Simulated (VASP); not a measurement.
A run of VASP 6.6.1 is set up as follows.

File INCAR:

```
PREC = Accurate
ENCUT = 520
EDIFF = 1E-7
ISMEAR = -1
SIGMA = 0.08
LREAL = False
LASPH = True
NELM = 100
ALGO = Normal
ISIF = 2
LWAVE = False
LCHARG = True
GGA = PE
LELF = True
LVHAR = True
NBANDS = 11
```

Contents of KPOINTS:

```
Automatic mesh
0
Gamma
  12 12 12
```

Contents of POSCAR:

```
Si
1.0
    0.0000000000      2.7348420390      2.7348420390
    2.7348420390      0.0000000000      2.7348420390
    2.7348420390      2.7348420390      0.0000000000
Si
2
Direct
   -0.1250000000     -0.1250000000     -0.1250000000
    0.1250000000      0.1250000000      0.1250000000
```

Potentials or basis: VASP PAW PBE potentials, release 64 (Si).

Run with:

```bash
$ cat potpaw_PBE.64/Si/POTCAR > POTCAR
$ mpirun -np 1 vasp_std > vasp.out
```

Q: Estimate the band gap on the k mesh.

A: 0.61 eV, indirect (least direct gap 2.56 eV).

Q: Estimate the pressure.

A: -0.1 GPa.

A k mesh can miss the band edges. A hybrid or GW would open this gap; PBE tends to underestimate it.
